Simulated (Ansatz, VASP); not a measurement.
## Na4SrCaSi2 in VASP and in Ansatz

The input INCAR:

```
SYSTEM = Na4SrCaSi2
  ALGO = Normal
  EDIFF = 1E-6
  ENCUT = 520
  GGA = PE
  ISIF = 2
  ISMEAR = 0
  LASPH = .TRUE.
  LCHARG = .FALSE.
  LREAL = .FALSE.
  LWAVE = .FALSE.
  NBANDS = 38
  NELM = 100
  PREC = Accurate
  SIGMA = 0.05
```

The input KPOINTS:

```
k-points
0
G
  8 8 6
  0 0 0
```

The input POSCAR:

```
Na4SrCaSi2
1.0
    5.5459240895      0.0000000000      0.0000000000
    0.0000000000      5.5459240895      0.0000000000
    0.0000000000      0.0000000000      7.6663270216
Na Sr Ca Si
4 1 1 2
Direct
    0.5000000000      0.0000000000      0.2664853303
    0.0000000000      0.5000000000      0.7335146697
    0.5000000000      0.5000000000      0.0000000000
    0.0000000000      0.0000000000      0.5000000000
    0.0000000000      0.0000000000      0.0000000000
    0.5000000000      0.5000000000      0.5000000000
    0.5000000000      0.0000000000      0.7171782099
    0.0000000000      0.5000000000      0.2828217901
```

Input for Ansatz:

```yaml
crystal:
  lattice:
    - [5.5459240895, 0.0, 0.0]
    - [0.0, 5.5459240895, 0.0]
    - [0.0, 0.0, 7.6663270216]
  atoms:
    - { symbol: Na, position: [0.5, 0.0, 0.2664853303] }
    - { symbol: Na, position: [0.0, 0.5, 0.7335146697] }
    - { symbol: Na, position: [0.5, 0.5, 0.0] }
    - { symbol: Na, position: [0.0, 0.0, 0.5] }
    - { symbol: Sr, position: [0.0, 0.0, 0.0] }
    - { symbol: Ca, position: [0.5, 0.5, 0.5] }
    - { symbol: Si, position: [0.5, 0.0, 0.7171782099] }
    - { symbol: Si, position: [0.0, 0.5, 0.2828217901] }
basis:
  ecutwfc: 420
kpoints:
  mp_grid: { grid: [8, 8, 6] }
hamiltonian:
  xc: pbe
scf:
  occupations: { method: gaussian, width: 0.05 }
output:
  forces: true
  stress: true
  eigenvalues: true
```

Alike in both runs: task single point; functional PBE; k mesh 8 × 8 × 6; occupations gaussian, width 0.05 eV; no spin polarisation.

|  | VASP | Ansatz |
| --- | --- | --- |
| version | VASP 6.6.1 | Ansatz 0.2.0 |
| potentials or method | VASP PAW PBE potentials, release 64 (Na_pv, Sr_sv, Ca_sv, Si), cutoff 520 eV | scalar-relativistic, plane waves, PAW |
| valence electrons in the cell | 56 | 64 |

Ansatz gave:

| Item | Value |
| --- | --- |
| gap on the k mesh at the Fermi level (eV) | 0.10 |
| least direct gap on the mesh (eV) | 0.20 |
| pressure (GPa) | -2.3 |
| traceless stress, the component that is largest in VASP (GPa) | 0.18 |
| rms of the force components (eV/Å) | 0.116 |

Task: Which values does VASP return?

Result: gap on the k mesh at the Fermi level (eV): 0.10; least direct gap on the mesh (eV): 0.20; pressure (GPa): -2.3; traceless stress, the component that is largest in VASP (GPa): 0.18; rms of the force components (eV/Å): 0.117.

Atom by atom the forces differ by 0.001 eV/Å (rms over components). With one functional, cell and mesh, what is left measures potentials, basis and numerics. VASP's potentials hold 56 valence electrons a cell and Ansatz's 64, so a difference there can come from the potentials and not from the codes.
